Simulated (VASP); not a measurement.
Set up this calculation in VASP 6.6.1, as the native input.

```
Task                   : single point
Functional             : r2SCAN
Potentials or basis    : VASP PAW PBE potentials, release 64 (Zn, Cu)
Cutoff                 : 520 eV
k mesh                 : 14 × 14 × 14
Occupations            : gaussian, width 0.1 eV
Spin                   : no spin polarisation
Dipole correction      : no
Further INCAR settings : ALGO = Normal; EDIFF = 1e-06; NBANDS = 18
```

ZnCu:

```xyz
2
Lattice="2.9476 0.0000 0.0000 0.0000 2.9476 0.0000 0.0000 0.0000 2.9476" Properties=species:S:1:pos:R:3 pbc="T T T"
Zn    1.4738    1.4738    1.4738
Cu    0.0000    0.0000    0.0000
```

This cell differs from its parent crystal: volume scaled by 1.03.

One way to write it, as run:

POSCAR

```
ZnCu
1.0
    2.9475870139      0.0000000000      0.0000000000
    0.0000000000      2.9475870139      0.0000000000
    0.0000000000      0.0000000000      2.9475870139
Zn Cu
1 1
Direct
    0.5000000000      0.5000000000      0.5000000000
    0.0000000000      0.0000000000      0.0000000000
```

INCAR.step1

```
SYSTEM = ZnCu
  ALGO = Normal
  EDIFF = 1E-4
  ENCUT = 520
  GGA = PE
  ISMEAR = 0
  LASPH = .True.
  LCHARG = .False.
  LREAL = .False.
  LWAVE = .True.
  NBANDS = 18
  NELM = 80
  PREC = Accurate
  SIGMA = 0.1
```

INCAR.step2

```
SYSTEM = ZnCu
  ALGO = Normal
  EDIFF = 1E-6
  ENCUT = 520
  ISIF = 2
  ISMEAR = 0
  ISTART = 1
  LASPH = .True.
  LCHARG = .False.
  LMIXTAU = .True.
  LREAL = .False.
  LWAVE = .False.
  METAGGA = R2SCAN
  NBANDS = 18
  NELM = 80
  PREC = Accurate
  SIGMA = 0.1
```

KPOINTS

```
k-points
0
Gamma
  14 14 14
  0 0 0
```

Potentials or basis: VASP PAW PBE potentials, release 64 (Zn, Cu).

Command:

```bash
$ cat potpaw_PBE.64/Zn/POTCAR potpaw_PBE.64/Cu/POTCAR > POTCAR
$ cp INCAR.step1 INCAR
$ mpirun -np 1 vasp_std > vasp.out
$ cp INCAR.step2 INCAR
$ mpirun -np 1 vasp_std > vasp.out
```

It gave:

| Item | Value |
| --- | --- |
| Pressure | -3.0 GPa |

Caveat: the PAW data sets were made with another functional, which shifts forces and pressure a little.

Wall time 5.8 min on 1 thread of Oxide Virtual Turin-like Processor, on a shared host, peak memory 0.15 GiB.
